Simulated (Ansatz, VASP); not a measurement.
**GaP: VASP beside Ansatz**

```
Ga P
1.0
     0.00000    2.75265    2.75265
     2.75265    0.00000    2.75265
     2.75265    2.75265    0.00000
Ga P
1 1
Direct
  0.00000 0.00000 0.00000
  0.25000 0.25000 0.25000
```

Change from the starting cell: species swapped into the ZnTe type (F-43m, No. 216).

Alike in both runs: functional PBE; k mesh 8 × 8 × 8; occupations gaussian, width 0.02 eV; no spin polarisation.

Ansatz relaxed the structure, and its values are those at the end. VASP's run is a single point on that final structure, the one shown.

|  | VASP | Ansatz |
| --- | --- | --- |
| version | VASP 6.6.1 | Ansatz 0.2.0 |
| potentials or method | VASP PAW PBE potentials, release 64 (Ga_d, P), cutoff 500 eV | scalar-relativistic, plane waves, PAW |
| valence electrons in the cell | 18 | 18 |

|  | VASP | Ansatz | Ansatz less VASP |
| --- | --- | --- | --- |
| gap on the k mesh at the Fermi level (eV) | 1.58 | 1.58 | +0.003 |
| least direct gap on the mesh (eV) | 1.58 | 1.58 | +0.003 |
| pressure (GPa) | 0.0 | 0.0 | +0.08 |

With one functional, cell and mesh, what is left measures potentials, basis and numerics.
